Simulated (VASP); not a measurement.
Wanted: the native input for a VASP 6.6.1 run.

| Quantity | Value |
| --- | --- |
| Task | single point |
| Functional | PBEsol |
| Potentials or basis | VASP PAW PBE potentials, release 64 (Eu) |
| Cutoff | 520 eV |
| k mesh | 10 × 10 × 10 |
| Occupations | fermi-dirac, width 0.05 eV |
| Spin | collinear spin, ferromagnetic start |
| Starting moments | [7.0] μB |
| Dipole correction | no |
| Further INCAR settings | ALGO = Normal; EDIFF = 1e-06; NBANDS = 18 |

The structure of Eu lies in POSCAR:

```
Eu
1.0
   -2.2438010342      2.2438010342      2.2438010342
    2.2438010342     -2.2438010342      2.2438010342
    2.2438010342      2.2438010342     -2.2438010342
Eu
1
Direct
    0.0000000000      0.0000000000      0.0000000000
```

One way to write it, as run:

INCAR

```
PREC     = Accurate       # precision mode
ENCUT    = 520            # plane-wave cutoff, eV
EDIFF    = 1E-6           # SCF threshold, eV
ISMEAR   = -1             # smearing method
SIGMA    = 0.05           # smearing width, eV
LREAL    = F              # projectors in reciprocal space
LASPH    = T              # aspherical terms in the spheres
NELM     = 150            # most SCF steps
ALGO     = Normal         # electronic algorithm
ISIF     = 2              # what is computed and relaxed
LWAVE    = F              # write WAVECAR
LCHARG   = T              # write CHGCAR
ISPIN    = 2              # spin polarisation
MAGMOM   = 7              # initial moments
LORBIT   = 11             # projections on sites
LMAXMIX  = 6              # l up to which the mixer works
GGA      = PS             # functional
LELF     = T              # ELF
LVHAR    = T            
NBANDS   = 18             # bands
```

KPOINTS

```
Automatic mesh
0
Gamma
  10 10 10
```

Potentials or basis: VASP PAW PBE potentials, release 64 (Eu).

Run with:

```bash
$ cat potpaw_PBE.64/Eu/POTCAR > POTCAR
$ mpirun -np 1 vasp_std > vasp.out
```

It gave:

The pressure is -2.2 GPa and the net moment is 7.37 μB per cell. The site moments are Eu +6.71 μB and the valence electrons inside the program's atomic spheres are Eu 14.69.

Caveat: the PAW data sets were made with another functional, which shifts forces and pressure a little.

It took 75 s on 1 thread of Intel(R) Xeon(R) 6975P-C (Granite Rapids) (shared host), peak memory 0.24 GiB.
